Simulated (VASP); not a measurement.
# Rb (Fm-3m) in VASP: a series of runs

Runs on Rb. Level: PBE. Tasks: single point, relaxation of cell and atoms.

All numbers are computed with VASP 6.6.1; they aren't measurements. Logs are shortened: lines on timing, memory, paths and dates and some standing lists are left out, and cuts for length are marked.

### 1 The cell of the first run

Symmetry: Fm-3m, No. 225, cubic system. The conventional cell has a = 5.358 Å, b = 5.358 Å, c = 5.358 Å, α = 90.00°, β = 90.00°, γ = 90.00°. Within 5.0 Å of Rb (site symmetry m-3m) lie 12 Rb at 3.79 Å.

### 2 Single point, PBE

The input, INCAR:

```
PREC     = Accurate       # precision mode
ENCUT    = 520            # plane-wave cutoff, eV
EDIFF    = 1E-6           # SCF threshold, eV
ISMEAR   = -1             # smearing method
SIGMA    = 0.08           # smearing width, eV
LREAL    = False          # projectors in reciprocal space
LASPH    = True           # aspherical terms in the spheres
NELM     = 80             # most SCF steps
ALGO     = Normal         # electronic algorithm
ISIF     = 2              # what is computed and relaxed
LWAVE    = False          # write WAVECAR
LCHARG   = False          # write CHGCAR
GGA      = PE             # functional
NBANDS   = 10             # bands
```

The input, KPOINTS:

```
Automatic mesh
0
Gamma
  12 12 12
```

The input, POSCAR:

```
Rb
1.0
    0.0000000000      2.6789890589      2.6789890589
    2.6789890589      0.0000000000      2.6789890589
    2.6789890589      2.6789890589      0.0000000000
Rb
1
Direct
    0.0000000000      0.0000000000      0.0000000000
```

Potentials or basis: VASP PAW PBE potentials, release 64 (Rb_sv).

Started as:

```sh
cat potpaw_PBE.64/Rb_sv/POTCAR > POTCAR
mpirun -np 1 vasp_std > vasp.out
```

OUTCAR:

```text
PREC = Accurate
   ENCUT = 520
   EDIFF = 1E-6
   ISMEAR = -1
   LREAL = False
   LASPH = True
   NELM = 80
   ISIF = 2
   GGA = PE

 ion  position               nearest neighbor table
   1  0.000  0.000  0.000-

  LATTYP: Found a face centered cubic cell.
 ALAT       =     5.3579781178

  Lattice vectors:

 A1 = (   0.0000000000,   2.6789890589,   2.6789890589)
 A2 = (   2.6789890589,   0.0000000000,   2.6789890589)
 A3 = (   2.6789890589,   2.6789890589,   0.0000000000)

Analysis of symmetry for initial positions (statically):
=====================================================================
 Subroutine PRICEL returns:
 Original cell was already a primitive cell.

 Routine SETGRP: Setting up the symmetry group for a
 face centered cubic supercell.

 Subroutine GETGRP returns: Found 48 space group operations
 (whereof 48 operations were pure point group operations)
 out of a pool of 48 trial point group operations.

The static configuration has the point symmetry O_h .

Analysis of symmetry for dynamics (positions and initial velocities):
=====================================================================
 Subroutine PRICEL returns:
 Original cell was already a primitive cell.

 Routine SETGRP: Setting up the symmetry group for a
 face centered cubic supercell.

 Subroutine GETGRP returns: Found 48 space group operations
 (whereof 48 operations were pure point group operations)
 out of a pool of 48 trial point group operations.

The dynamic configuration has the point symmetry O_h .

 Subroutine INISYM returns: Found 48 space group operations
 (whereof 48 operations are pure point group operations),
 and found     1 'primitive' translations

----------------------------------------------------------------------------------------

                                     Primitive cell

  volume of cell :      38.4541

  direct lattice vectors                    reciprocal lattice vectors
     0.000000000  2.678989059  2.678989059    -0.186637567  0.186637567  0.186637567
     2.678989059  0.000000000  2.678989059     0.186637567 -0.186637567  0.186637567
     2.678989059  2.678989059  0.000000000     0.186637567  0.186637567 -0.186637567

  length of vectors
     3.788662661  3.788662661  3.788662661     0.323265749  0.323265749  0.323265749

  position of ions in fractional coordinates (direct lattice)
     0.000000000  0.000000000  0.000000000

  ion indices of the primitive-cell ions
   primitive index   ion index
                 1           1

----------------------------------------------------------------------------------------

 KPOINTS: Automatic mesh

Automatic generation of k-mesh.
 Grid dimensions read from file:
 generate k-points for:   12   12   12

 Generating k-lattice:

  Cartesian coordinates                     Fractional coordinates (reciprocal lattice)
    -0.015553131  0.015553131  0.015553131     0.083333333  0.000000000  0.000000000
     0.015553131 -0.015553131  0.015553131     0.000000000  0.083333333  0.000000000
     0.015553131  0.015553131 -0.015553131     0.000000000  0.000000000  0.083333333

  Length of vectors
     0.026938812  0.026938812  0.026938812

  Shift w.r.t. Gamma in fractional coordinates (k-lattice)
     0.000000000  0.000000000  0.000000000

 Subroutine IBZKPT returns following result:
 ===========================================

 Found     72 irreducible k-points:

 Following reciprocal coordinates:
            Coordinates               Weight
  0.000000  0.000000  0.000000      1.000000
  0.083333  0.000000  0.000000      8.000000
  0.166667  0.000000  0.000000      8.000000
  0.250000  0.000000  0.000000      8.000000
  0.333333  0.000000  0.000000      8.000000
  0.416667  0.000000  0.000000      8.000000
[... 16 lines left out ...]
  0.500000  0.166667  0.000000     24.000000
 -0.416667  0.166667  0.000000     24.000000
 [... further k-points ...]
   k-points           NKPTS =     72   k-points in BZ     NKDIM =     72   number of bands    NBANDS=     10
   number of dos      NEDOS =    301   number of ions     NIONS =      1
   total plane-waves  NPLWV =  21952
   dimension x,y,z NGX =    28 NGY =   28 NGZ =   28
   dimension x,y,z NGXF=    56 NGYF=   56 NGZF=   56
   ions per type =               1
   NGX,Y,Z   is equivalent  to a cutoff of  12.29, 12.29, 12.29 a.u.
   NGXF,Y,Z  is equivalent  to a cutoff of  24.57, 24.57, 24.57 a.u.
 SYSTEM =  unknown system
   PREC   = accura    normal or accurate (medium, high low for compatibility)
   ISTART =      0    job   : 0-new  1-cont  2-samecut
   ICHARG =      2    charge: 1-file 2-atom 10-const
   ISPIN  =      1    spin polarized calculation?
   LNONCOLLINEAR =      F non collinear calculations
   LSORBIT =      F    spin-orbit coupling
   LASPH  =      T    aspherical Exc in radial PAW
   ENCUT  =  520.0 eV  38.22 Ry    6.18 a.u.   7.04  7.04  7.04*2*pi/ulx,y,z
   NELM   =     80;   NELMIN=  2; NELMDL= -5     # of ELM steps
   EDIFF  = 0.1E-05   stopping-criterion for ELM
   LREAL  =      F    real-space projection
   EDIFFG = 0.1E-04   stopping-criterion for IOM
   NSW    =      0    number of steps for IOM
   IBRION =     -1    ionic relax: 0-MD 1-quasi-New 2-CG
   NFREE  =      0    steps in history (QN), initial steepest desc. (CG)
   ISIF   =      2    stress and relaxation
   ISYM   =      2    0-nonsym 1-usesym 2-fastsym
   POTIM  = 0.5000    time-step for ionic-motion
   TEBEG  =    0.0;   TEEND  =   0.0 temperature during run
   PSTRESS=    0.0 pullay stress
   NELECT =       9.0000    total number of electrons
   NUPDOWN=      -1.0000    fix difference up-down
   EMIN   =  10.00;   EMAX   =-10.00  energy-range for DOS
   EFERMI =   0.00;   METHOD = LEGACY
   ISMEAR =    -1;   SIGMA  =   0.08  broadening in eV -4-tet -1-fermi 0-gaus
   EFERMI_NEDOS =   21; number of points for ismear=-14 and -15
   IALGO  =     38    algorithm
   IMIX   =      4    mixing-type and parameters
     AMIX     =   0.40;   BMIX     =  1.00
     AMIX_MAG =   1.60;   BMIX_MAG =  1.00
  volume/ion in A,a.u.               =      38.45       259.50
  Fermi-wavevector in a.u.,A,eV,Ry     =   1.008884  1.906515 13.848658  1.017848
  Thomas-Fermi vector in A             =   2.141779
   LORBIT       =      0    0 simple, 1 ext, 2 COOP (PROOUT), +10 PAW based schemes
   GGA     = PE    functional components
[... 5 lines left out ...]
 non-spin polarized calculation
  energy-cutoff  :      520.00
  volume of cell :       38.45
 maximum number of plane-waves:      1056
   NGX = 15   NGY = 15   NGZ = 15

 number of electron       9.0000000 magnetization

 Free energy of the ion-electron system (eV)
  ---------------------------------------------------
  ext. energy  EPLUGINS =         0.00000000
  ---------------------------------------------------
  free energy    TOTEN  =        -0.03194818 eV

  energy without entropy =       -0.01089775  energy(sigma->0) =       -0.02142297

 E-fermi :   3.0638     XC(G=0):  -8.0778

 val. band max:        3.0139624241   @ k =   0.5000   0.3333   0.0000
 cond. band min:       3.0723171456   @ k =  -0.4167   0.4167   0.0833
 fundamental gap:      0.0583547215
 Fermi energy:         3.0638216578

 k-point     1 :       0.0000    0.0000    0.0000
  band No.  band energies     occupation
      1     -26.0829      2.00000
      2      -9.6026      2.00000
      3      -9.6026      2.00000
      4      -9.6026      2.00000
      5       0.0537      2.00000
      6       7.1340      0.00000
      7       7.1340      0.00000
      8       7.1340      0.00000
      9       9.7311      0.00000
     10       9.7311      0.00000

 k-point     2 :       0.0833    0.0000    0.0000
  band No.  band energies     occupation
      1     -26.0727      2.00000
      2      -9.7005      2.00000
      3      -9.6127      2.00000
      4      -9.6127      2.00000
      5       0.2523      2.00000
      6       6.8226      0.00000
      7       7.2219      0.00000
      8       7.2219      0.00000
      9       9.5350      0.00000
     10       9.5350      0.00000

 k-point     3 :       0.1667    0.0000    0.0000
  band No.  band energies     occupation
      1     -26.0446      2.00000
      2      -9.9553      2.00000
      3      -9.6400      2.00000
      4      -9.6400      2.00000
      5       0.7918      2.00000
      6       6.2028      0.00000
      7       7.3811      0.00000
      8       7.3811      0.00000
      9       9.2604      0.00000
     10       9.2604      0.00000

 k-point     4 :       0.2500    0.0000    0.0000
  band No.  band energies     occupation
      1     -26.0058      2.00000
      2     -10.2782      2.00000
      3      -9.6768      2.00000
      4      -9.6768      2.00000
      5       1.5194      2.00000
      6       5.6508      0.00000
      7       7.3238      0.00000
      8       7.3238      0.00000
      9       9.4601      0.00000
     10       9.4601      0.00000
[... 222 lines left out ...]
 k-point    22 :       0.4167    0.1667    0.0000
  band No.  band energies     occupation
      1     -25.9347      2.00000
      2     -10.6102      2.00000
      3      -9.8822      2.00000
      4      -9.8231      2.00000
      5       2.8846      1.80767
      6       4.9012      0.00000
      7       6.0739      0.00000
      8       7.6259      0.00000
      9       9.9734      0.00000
     10      11.5694      0.00000

 k-point    23 :       0.5000    0.1667    0.0000
  band No.  band energies     occupation
      1     -25.9143      2.00000
      2     -10.7319      2.00000
      3      -9.9483      2.00000
      4      -9.8202      2.00000
      5       3.3101      0.08800
      6       4.7236      0.00000
      7       6.1483      0.00000
      8       7.4052      0.00000
      9      10.7929      0.00000
     10      11.7860      0.00000

 k-point    24 :      -0.4167    0.1667    0.0000
  band No.  band energies     occupation
      1     -25.9116      2.00000
      2     -10.7425      2.00000
      3      -9.9902      2.00000
      4      -9.7939      2.00000
      5       3.4311      0.02009
      6       4.7268      0.00000
      7       6.1455      0.00000
      8       7.3054      0.00000
      9      10.9749      0.00000
     10      11.5093      0.00000

 [... further k-points ...]
[... 5 lines left out ...]
  --------------------------------------------------------------------------------------
  -------------------------------------------------------------------------------------
  Total        2.4023651      2.4023651      2.4023651      0.0000000      0.0000000     -0.0000000
  in kB      100.0937061    100.0937061    100.0937061      0.0000000      0.0000000     -0.0000000
  external PRESSURE =     100.0937061 kB  Pullay stress =       0.0000000 kB

 VOLUME and BASIS-vectors are now :
 -----------------------------------------------------------------------------
  energy-cutoff  :      520.00
  volume of cell :       38.45
      direct lattice vectors                 reciprocal lattice vectors
     0.000000000  2.678989059  2.678989059    -0.186637567  0.186637567  0.186637567
     2.678989059  0.000000000  2.678989059     0.186637567 -0.186637567  0.186637567
     2.678989059  2.678989059  0.000000000     0.186637567  0.186637567 -0.186637567

 POSITION                                       TOTAL-FORCE (eV/Angst)
 -----------------------------------------------------------------------------------
      0.00000      0.00000      0.00000         0.000000     -0.000000      0.000000
 -----------------------------------------------------------------------------------
    total drift:                               -0.000000     -0.000000     -0.000000

  FREE ENERGIE OF THE ION-ELECTRON SYSTEM (eV)
  ---------------------------------------------------
  free  energy   TOTEN  =        -0.0319481829 eV

  energy  without entropy=       -0.0108977529  energy(sigma->0) =       -0.02142297
```

Wall time 30 s (1 thread of Intel Xeon Platinum 8259CL at 2.50GHz (Skylake/Cascade Lake), shared host); peak memory 0.16 GiB.

What came out:

| Quantity | Value |
| --- | --- |
| Free energy | -0.0319 eV |
| Pressure | 10.0 GPa |

(Continued in part 2 of 3.)
